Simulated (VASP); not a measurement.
# C (P6_3/mmc) in VASP: notebook

Runs on C. Level: PBEsol. Tasks: single point, relaxation of cell and atoms.

Everything below comes from runs of VASP 6.6.1. Logs are shortened: lines on timing, memory, paths and dates and some standing lists are left out, and cuts for length are marked.

### Step 1. The cell of the first run

It takes space group P6_3/mmc (No. 194, hexagonal). The conventional cell has a = 2.505 Å, b = 2.505 Å, c = 8.265 Å, α = 90.00°, β = 90.00°, γ = 120.00°. C (site symmetry 3m) has 4 C at 1.54 Å within 2.0 Å. C (site symmetry 3m) has 4 C at 1.54 to 1.56 Å within 2.0 Å.

### Step 2. Single point, PBEsol

The input, INCAR:

```
  PREC = Accurate
  ENCUT = 520
  EDIFF = 1E-6
  ISMEAR = 0
  SIGMA = 0.02
  LREAL = F
  LASPH = T
  NELM = 100
  ALGO = Normal
  ISIF = 2
  LWAVE = F
  LCHARG = F
  GGA = PS
  NBANDS = 26
```

The input, KPOINTS:

```
Automatic mesh
0
Gamma
  12 12 4
```

The input, POSCAR:

```
C
1.0
    2.5053676368      0.0000000000      0.0000000000
   -1.2526838184      2.1697120193      0.0000000000
    0.0000000000      0.0000000000      8.2648430435
C
8
Direct
    0.0000000000      0.0000000000      0.0929508884
    0.0000000000      0.0000000000      0.5929508884
    0.0000000000      0.0000000000      0.4070491116
    0.0000000000      0.0000000000      0.9070491116
    0.3333333333      0.6666666667      0.1555443683
    0.6666666667      0.3333333333      0.6555443683
    0.3333333333      0.6666666667      0.3444556317
    0.6666666667      0.3333333333      0.8444556317
```

Potentials or basis: VASP PAW PBE potentials, release 64 (C).

The run is started by

```bash
$ cat potpaw_PBE.64/C/POTCAR > POTCAR
$ mpirun -np 1 vasp_std > vasp.out
```

OUTCAR:

```text
PREC = Accurate
   ENCUT = 520
   EDIFF = 1E-6
   ISMEAR = 0
   LREAL = F
   LASPH = T
   NELM = 100
   ISIF = 2
   GGA = PS

 ion  position               nearest neighbor table
   1  0.000  0.000  0.093-   5 1.54   5 1.54   5 1.54   4 1.54
   2  0.000  0.000  0.593-   6 1.54   6 1.54   6 1.54   3 1.54
   3  0.000  0.000  0.407-   7 1.54   7 1.54   7 1.54   2 1.54
   4  0.000  0.000  0.907-   8 1.54   8 1.54   8 1.54   1 1.54
   5  0.333  0.667  0.156-   1 1.54   1 1.54   1 1.54   7 1.56
   6  0.667  0.333  0.656-   2 1.54   2 1.54   2 1.54   8 1.56
   7  0.333  0.667  0.344-   3 1.54   3 1.54   3 1.54   5 1.56
   8  0.667  0.333  0.844-   4 1.54   4 1.54   4 1.54   6 1.56

  LATTYP: Found a hexagonal cell.
 ALAT       =     2.5053676368
 C/A-ratio  =     3.2988543965

  Lattice vectors:

 A1 = (   2.5053676368,   0.0000000000,   0.0000000000)
 A2 = (  -1.2526838184,   2.1697120193,   0.0000000000)
 A3 = (   0.0000000000,   0.0000000000,   8.2648430435)

Analysis of symmetry for initial positions (statically):
=====================================================================
 Subroutine PRICEL returns:
 Original cell was already a primitive cell.

 Routine SETGRP: Setting up the symmetry group for a
 hexagonal supercell.

 Subroutine GETGRP returns: Found 24 space group operations
 (whereof 12 operations were pure point group operations)
 out of a pool of 24 trial point group operations.

The static configuration has the point symmetry D_3d.
 The point group associated with its full space group is D_6h.

Analysis of symmetry for dynamics (positions and initial velocities):
=====================================================================
 Subroutine PRICEL returns:
 Original cell was already a primitive cell.

 Routine SETGRP: Setting up the symmetry group for a
 hexagonal supercell.

 Subroutine GETGRP returns: Found 24 space group operations
 (whereof 12 operations were pure point group operations)
 out of a pool of 24 trial point group operations.

The dynamic configuration has the point symmetry D_3d.
 The point group associated with its full space group is D_6h.

 Subroutine INISYM returns: Found 24 space group operations
 (whereof 12 operations are pure point group operations),
 and found     1 'primitive' translations

----------------------------------------------------------------------------------------

                                     Primitive cell

  volume of cell :      44.9271

  direct lattice vectors                    reciprocal lattice vectors
     2.505367637  0.000000000  0.000000000     0.399143018  0.230445329  0.000000000
    -1.252683818  2.169712019  0.000000000     0.000000000  0.460890658  0.000000000
     0.000000000  0.000000000  8.264843044     0.000000000  0.000000000  0.120994433

  length of vectors
     2.505367637  2.505367637  8.264843044     0.460890658  0.460890658  0.120994433

  position of ions in fractional coordinates (direct lattice)
     0.000000000  0.000000000  0.092950888
     0.000000000  0.000000000  0.592950888
     0.000000000  0.000000000  0.407049112
     0.000000000  0.000000000  0.907049112
     0.333333333  0.666666667  0.155544368
     0.666666667  0.333333333  0.655544368
     0.333333333  0.666666667  0.344455632
     0.666666667  0.333333333  0.844455632

  ion indices of the primitive-cell ions
   primitive index   ion index
                 1           1
                 2           2
                 3           3
                 4           4
                 5           5
                 6           6
                 7           7
                 8           8

----------------------------------------------------------------------------------------

 KPOINTS: Automatic mesh

Automatic generation of k-mesh.
 Grid dimensions read from file:
 generate k-points for:   12   12    4

 Generating k-lattice:

  Cartesian coordinates                     Fractional coordinates (reciprocal lattice)
     0.033261918  0.019203777  0.000000000     0.083333333  0.000000000  0.000000000
     0.000000000  0.038407555  0.000000000     0.000000000  0.083333333  0.000000000
     0.000000000  0.000000000  0.030248608     0.000000000  0.000000000  0.250000000

  Length of vectors
     0.038407555  0.038407555  0.030248608

  Shift w.r.t. Gamma in fractional coordinates (k-lattice)
     0.000000000  0.000000000  0.000000000

 Subroutine IBZKPT returns following result:
 ===========================================

 Found     57 irreducible k-points:

 Following reciprocal coordinates:
            Coordinates               Weight
  0.000000  0.000000  0.000000      1.000000
  0.083333  0.000000  0.000000      6.000000
  0.166667 -0.000000  0.000000      6.000000
  0.250000  0.000000  0.000000      6.000000
  0.333333  0.000000  0.000000      6.000000
  0.416667  0.000000  0.000000      6.000000
[... 16 lines left out ...]
  0.250000  0.000000  0.250000     12.000000
  0.333333  0.000000  0.250000     12.000000
 [... further k-points ...]
   k-points           NKPTS =     57   k-points in BZ     NKDIM =     57   number of bands    NBANDS=     26
   number of dos      NEDOS =    301   number of ions     NIONS =      8
   total plane-waves  NPLWV =  25600
   dimension x,y,z NGX =    20 NGY =   20 NGZ =   64
   dimension x,y,z NGXF=    40 NGYF=   40 NGZF=  128
   ions per type =               8
   NGX,Y,Z   is equivalent  to a cutoff of  13.27, 13.27, 12.87 a.u.
   NGXF,Y,Z  is equivalent  to a cutoff of  26.54, 26.54, 25.75 a.u.
 SYSTEM =  unknown system
   PREC   = accura    normal or accurate (medium, high low for compatibility)
   ISTART =      0    job   : 0-new  1-cont  2-samecut
   ICHARG =      2    charge: 1-file 2-atom 10-const
   ISPIN  =      1    spin polarized calculation?
   LNONCOLLINEAR =      F non collinear calculations
   LSORBIT =      F    spin-orbit coupling
   LASPH  =      T    aspherical Exc in radial PAW
   ENCUT  =  520.0 eV  38.22 Ry    6.18 a.u.   4.66  4.66 15.37*2*pi/ulx,y,z
   NELM   =    100;   NELMIN=  2; NELMDL= -5     # of ELM steps
   EDIFF  = 0.1E-05   stopping-criterion for ELM
   LREAL  =      F    real-space projection
   EDIFFG = 0.1E-04   stopping-criterion for IOM
   NSW    =      0    number of steps for IOM
   IBRION =     -1    ionic relax: 0-MD 1-quasi-New 2-CG
   NFREE  =      0    steps in history (QN), initial steepest desc. (CG)
   ISIF   =      2    stress and relaxation
   ISYM   =      2    0-nonsym 1-usesym 2-fastsym
   POTIM  = 0.5000    time-step for ionic-motion
   TEBEG  =    0.0;   TEEND  =   0.0 temperature during run
   PSTRESS=    0.0 pullay stress
   NELECT =      32.0000    total number of electrons
   NUPDOWN=      -1.0000    fix difference up-down
   EMIN   =  10.00;   EMAX   =-10.00  energy-range for DOS
   EFERMI =   0.00;   METHOD = LEGACY
   ISMEAR =     0;   SIGMA  =   0.02  broadening in eV -4-tet -1-fermi 0-gaus
   EFERMI_NEDOS =   21; number of points for ismear=-14 and -15
   IALGO  =     38    algorithm
   IMIX   =      4    mixing-type and parameters
     AMIX     =   0.40;   BMIX     =  1.00
     AMIX_MAG =   1.60;   BMIX_MAG =  1.00
  volume/ion in A,a.u.               =       5.62        37.90
  Fermi-wavevector in a.u.,A,eV,Ry     =   1.462027  2.762831 29.082771  2.137523
  Thomas-Fermi vector in A             =   2.578289
   LORBIT       =      0    0 simple, 1 ext, 2 COOP (PROOUT), +10 PAW based schemes
   GGA     = PS    functional components
   LHFCALC =     F    Hartree Fock is set to
   AEXX    =    0.0000 exact exchange contribution
   IVDW    =     0    specifies the selected vdW correction
   LEPSILON=     F    determine dielectric tensor
   LRPA    =     F    only Hartree local field effects (RPA)
 non-spin polarized calculation
 Gauss-broadening in eV      SIGMA  =   0.02
  energy-cutoff  :      520.00
  volume of cell :       44.93
 maximum number of plane-waves:      1231
 NGX is ok and might be reduce to    20
   NGX =  9   NGY =  9   NGZ = 31

 number of electron      31.9999996 magnetization

 Free energy of the ion-electron system (eV)
  ---------------------------------------------------
  ext. energy  EPLUGINS =         0.00000000
  ---------------------------------------------------
  free energy    TOTEN  =       -76.93126063 eV

  energy without entropy =      -76.93126063  energy(sigma->0) =      -76.93126063

 E-fermi :  10.1484     XC(G=0): -13.4794

 val. band max:        9.9904648563   @ k =   0.0000   0.0000   0.0000
 cond. band min:      14.4214102355   @ k =   0.4167   0.0000   0.0000
 fundamental gap:      4.4309453792
 Fermi energy:        10.1484371977

 k-point     1 :       0.0000    0.0000    0.0000
  band No.  band energies     occupation
      1     -11.8161      2.00000
      2     -10.1574      2.00000
      3     -10.0525      2.00000
      4      -6.0360      2.00000
      5      -3.7378      2.00000
      6       3.0505      2.00000
[... 18 lines left out ...]
     25      18.2811      0.00000
     26      18.5785      0.00000

 k-point     2 :       0.0833    0.0000    0.0000
  band No.  band energies     occupation
      1     -11.6426      2.00000
      2      -9.9864      2.00000
      3      -9.8823      2.00000
      4      -5.8818      2.00000
      5      -3.5754      2.00000
      6       3.1392      2.00000
[... 18 lines left out ...]
     25      18.7290      0.00000
     26      19.1763      0.00000

 k-point     3 :       0.1667   -0.0000    0.0000
  band No.  band energies     occupation
      1     -11.1239      2.00000
      2      -9.4754      2.00000
      3      -9.3738      2.00000
      4      -5.4208      2.00000
      5      -3.0994      2.00000
      6       3.3263      2.00000
[... 18 lines left out ...]
     25      19.4180      0.00000
     26      20.4695      0.00000

 k-point     4 :       0.2500    0.0000    0.0000
  band No.  band energies     occupation
      1     -10.2663      2.00000
      2      -8.6315      2.00000
      3      -8.5357      2.00000
      4      -4.6607      2.00000
      5      -2.3661      2.00000
      6       1.6637      2.00000
[... 18 lines left out ...]
     25      20.7414      0.00000
     26      20.7487      0.00000

 k-point     5 :       0.3333    0.0000    0.0000
  band No.  band energies     occupation
      1      -9.0844      2.00000
      2      -7.4712      2.00000
      3      -7.3907      2.00000
      4      -3.6270      2.00000
      5      -1.8059      2.00000
      6      -0.4624      2.00000
[... 18 lines left out ...]
     25      21.2087      0.00000
     26      21.8339      0.00000

 k-point     6 :       0.4167    0.0000    0.0000
  band No.  band energies     occupation
      1      -7.6210      2.00000
      2      -6.0478      2.00000
      3      -6.0452      2.00000
      4      -3.2588      2.00000
      5      -2.6076      2.00000
      6      -1.9114      2.00000
[... 427 lines left out ...]
 k-point    21 :       0.0833    0.0000    0.2500
  band No.  band energies     occupation
      1     -11.5350      2.00000
      2     -10.6787      2.00000
      3      -8.9914      2.00000
      4      -6.6607      2.00000
      5      -2.6185      2.00000
      6       1.0976      2.00000
[... 18 lines left out ...]
     25      18.7213      0.00000
     26      19.1581      0.00000

 k-point    22 :       0.1667   -0.0000    0.2500
  band No.  band energies     occupation
      1     -11.0167      2.00000
      2     -10.1646      2.00000
      3      -8.4883      2.00000
      4      -6.1826      2.00000
      5      -2.1687      2.00000
      6       1.4286      2.00000
[... 18 lines left out ...]
     25      20.0435      0.00000
     26      20.5257      0.00000

 k-point    23 :       0.2500    0.0000    0.2500
  band No.  band energies     occupation
      1     -10.1600      2.00000
      2      -9.3156      2.00000
      3      -7.6592      2.00000
      4      -5.3971      2.00000
      5      -1.4882      2.00000
      6       1.5583      2.00000
[... 18 lines left out ...]
     25      20.1711      0.00000
     26      21.6781      0.00000

 k-point    24 :       0.3333    0.0000    0.2500
  band No.  band energies     occupation
      1      -8.9796      2.00000
      2      -8.1486      2.00000
      3      -6.5282      2.00000
      4      -4.3391      2.00000
      5      -1.2734      2.00000
      6      -0.2880      2.00000
[... 18 lines left out ...]
     25      20.5109      0.00000
     26      22.2169      0.00000

 [... further k-points ...]
[... 5 lines left out ...]
  --------------------------------------------------------------------------------------
  -------------------------------------------------------------------------------------
  Total        0.3130184      0.3130184      0.2842788      0.0000000     -0.0000000      0.0000000
  in kB       11.1627790     11.1627790     10.1378752      0.0000000     -0.0000000      0.0000000
  external PRESSURE =      10.8211444 kB  Pullay stress =       0.0000000 kB

 VOLUME and BASIS-vectors are now :
 -----------------------------------------------------------------------------
  energy-cutoff  :      520.00
  volume of cell :       44.93
      direct lattice vectors                 reciprocal lattice vectors
     2.505367637  0.000000000  0.000000000     0.399143018  0.230445329  0.000000000
    -1.252683818  2.169712019  0.000000000     0.000000000  0.460890658  0.000000000
     0.000000000  0.000000000  8.264843044     0.000000000  0.000000000  0.120994433

 POSITION                                       TOTAL-FORCE (eV/Angst)
 -----------------------------------------------------------------------------------
      0.00000      0.00000      0.76822         0.000000     -0.000000      0.000414
      0.00000      0.00000      4.90065         0.000000      0.000000      0.000414
      0.00000      0.00000      3.36420         0.000000     -0.000000     -0.000414
      0.00000      0.00000      7.49662        -0.000000      0.000000     -0.000414
     -0.00000      1.44647      1.28555         0.000000     -0.000000      0.004872
      1.25268      0.72324      5.41797        -0.000000     -0.000000      0.004872
     -0.00000      1.44647      2.84687         0.000000      0.000000     -0.004872
      1.25268      0.72324      6.97929        -0.000000      0.000000     -0.004872
 -----------------------------------------------------------------------------------
    total drift:                               -0.000000      0.000000      0.000000

  FREE ENERGIE OF THE ION-ELECTRON SYSTEM (eV)
  ---------------------------------------------------
  free  energy   TOTEN  =       -76.9312606320 eV

  energy  without entropy=      -76.9312606320  energy(sigma->0) =      -76.93126063
```

Run time: 40 s. Hardware: 1 thread of AMD EPYC 7R13 (Zen 3), shared host; peak memory 0.15 GiB.

Results:

* Free energy: -76.9313 eV
* Pressure: 1.1 GPa
* Largest force: 0.005 eV/Å
* Band gap on the k mesh: 4.43 eV (least direct gap 5.27 eV)

Forces on the atoms (eV/Å):
```
C    0.000  0.000  0.000
C    0.000  0.000  0.000
C    0.000  0.000  0.000
C    0.000  0.000  0.000
C    0.000  0.000  0.005
C    0.000  0.000  0.005
C    0.000  0.000 -0.005
C    0.000  0.000 -0.005
```

Stress tensor (GPa, compression positive):
```
1.12 0.00 0.00
0.00 1.12 0.00
0.00 0.00 1.01
```

Levels at points of the mesh, in eV from the valence-band top:
| k point | band 12 | band 13 | band 14 | band 15 | band 16 | band 17 | band 18 | band 19 | band 20 | band 21 |
| --- | --- | --- | --- | --- | --- | --- | --- | --- | --- | --- |
| (0.00, 0.00, 0.00) | -1.76 | -1.76 | -0.24 | 0.00 | 0.00 | 5.27 | 5.27 | 5.44 | 7.09 | 7.09 |
| (0.50, 0.00, 0.00) | -5.11 | -5.01 | -4.74 | -3.74 | -3.01 | 4.48 | 5.47 | 5.89 | 5.92 | 6.62 |
| (0.00, 0.00, 0.50) | -2.67 | -0.66 | -0.66 | -0.66 | -0.66 | 6.05 | 6.05 | 6.05 | 6.05 | 6.70 |
| (0.50, 0.00, 0.50) | -6.10 | -4.82 | -4.82 | -3.72 | -3.72 | 4.83 | 4.83 | 6.87 | 6.87 | 7.52 |

Caveat: the PAW data sets were made with another functional, which shifts forces and pressure a little.

### Step 3. Relaxation of cell and atoms, PBEsol

This run uses another cell than the first one, of 5.67 Å³/atom.

The input, INCAR:

```
PREC = Accurate
ENCUT = 600
EDIFF = 1E-7
ISMEAR = 0
SIGMA = 0.02
LREAL = F
LASPH = T
NELM = 100
ALGO = Normal
ISIF = 3
LWAVE = F
LCHARG = F
GGA = PS
IBRION = 2
NSW = 100
EDIFFG = -0.005
```

The input, KPOINTS:

```
regular mesh
0
Gamma
  12 12 4
```

The input, POSCAR:

```
C
1.0
    2.5220988435      0.0000000000      0.0000000000
   -1.2610494217      2.1842016693      0.0000000000
    0.0000000000      0.0000000000      8.2371000000
C
8
Direct
    0.0000000000      0.0000000000      0.0937500000
    0.0000000000      0.0000000000      0.5937500000
    0.0000000000      0.0000000000      0.4062500000
    0.0000000000      0.0000000000      0.9062500000
    0.3333333333      0.6666666667      0.1562500000
    0.6666666667      0.3333333333      0.6562500000
    0.3333333333      0.6666666667      0.3437500000
    0.6666666667      0.3333333333      0.8437500000
```

Potentials or basis: VASP PAW PBE potentials, release 64 (C).

The run is started by

```bash
$ cat potpaw_PBE.64/C/POTCAR > POTCAR
$ mpirun -np 1 vasp_std > vasp.out
```

Run time: 3 min. Hardware: 1 thread of AMD EPYC 7R13 (Zen 3), shared host; peak memory 0.16 GiB.

The run converged. Its results:

```
Free energy                           : -76.9513 eV
Relaxed volume                        : 5.62 Å³/atom
Relaxed cell                          : a = 2.506 Å, b = 2.506 Å, c = 8.267 Å, α = 90.00°, β = 90.00°, γ = 120.00°
Space group after relaxing (to 0.1 Å) : P6_3/mmc (No. 194)
Energy gained by relaxing             : 3.1 meV/atom
Ionic steps                           : 7
Pressure after relaxing               : 0.0 GPa
Band gap on the k mesh                : 4.43 eV (least direct gap 5.27 eV)
```

The path:
```tsv
step	energy change (eV)	largest force (eV/Å)	pressure (GPa)	volume (Å³)
1	0.0000	0.3295	-3.91	45.38
2	0.0177	0.5066	5.43	44.47
3	-0.0246	0.0574	-0.17	44.98
4	-0.0245	0.0682	0.21	44.94
5	-0.0248	0.0100	0.02	44.96
6	-0.0248	0.0170	0.00	44.97
7	-0.0248	0.0003	0.01	44.97
```

Final structure:
```cif
data_structure
_symmetry_space_group_name_H-M 'P 1'
_symmetry_Int_Tables_number 1
_cell_length_a 2.5061
_cell_length_b 2.5061
_cell_length_c 8.2669
_cell_angle_alpha 90.000
_cell_angle_beta 90.000
_cell_angle_gamma 120.000
_cell_volume 44.97
loop_
_atom_site_label
_atom_site_type_symbol
_atom_site_fract_x
_atom_site_fract_y
_atom_site_fract_z
_atom_site_occupancy
C1 C 0.00000 0.00000 0.09296 1
C2 C 0.00000 0.00000 0.59296 1
C3 C 0.00000 0.00000 0.40704 1
C4 C 0.00000 0.00000 0.90704 1
C5 C 0.33333 0.66667 0.15555 1
C6 C 0.66667 0.33333 0.65555 1
C7 C 0.33333 0.66667 0.34445 1
C8 C 0.66667 0.33333 0.84445 1
```

Levels at points of the mesh, in eV from the valence-band top:
```
           k point  band 13  band 14  band 15  band 16  band 17  band 18  band 19  band 20
(0.00, 0.00, 0.00)    -1.75    -0.24     0.00     0.00     5.27     5.27     5.44     7.09
(0.50, 0.00, 0.00)    -5.01    -4.74    -3.74    -3.00     4.48     5.47     5.89     5.91
(0.00, 0.00, 0.50)    -0.66    -0.66    -0.66    -0.66     6.04     6.04     6.04     6.04
(0.50, 0.00, 0.50)    -4.81    -4.81    -3.72    -3.72     4.83     4.83     6.87     6.87
```

Caveat: the PAW data sets were made with another functional, which shifts forces and pressure a little. A k mesh can miss the band edges.
